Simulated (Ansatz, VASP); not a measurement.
## ZrB: VASP beside Ansatz

```xyz
2
Lattice="0.0000 2.3250 2.3250 2.3250 0.0000 2.3250 2.3250 2.3250 0.0000" Properties=species:S:1:pos:R:3 pbc="T T T"
Zr    0.0000    0.0000    0.0000
B     2.3250    2.3250    2.3250
```

Alike in both runs: functional LDA; k mesh 7 × 7 × 7; occupations fermi-dirac, width 0.05 eV; non-collinear spin, spin-orbit coupling.

|  | VASP | Ansatz |
| --- | --- | --- |
| version | VASP 6.6.1 | Ansatz 0.2.0 |
| potentials or method | VASP PAW LDA potentials, release 64 (Zr_sv, B) | Ansatz PAW |
| plane-wave cutoff (eV) | 520 | 420 |
| valence electrons in the cell | 15 | 15 |
| task | single point | band structure |

Ansatz gave:

- pressure (GPa): 25.0

Problem. Which values does VASP return?

Solution. Pressure (GPa): 25.4.

LDA's correlation is that of Perdew and Zunger in VASP and of Perdew and Wang (1992) in Ansatz.
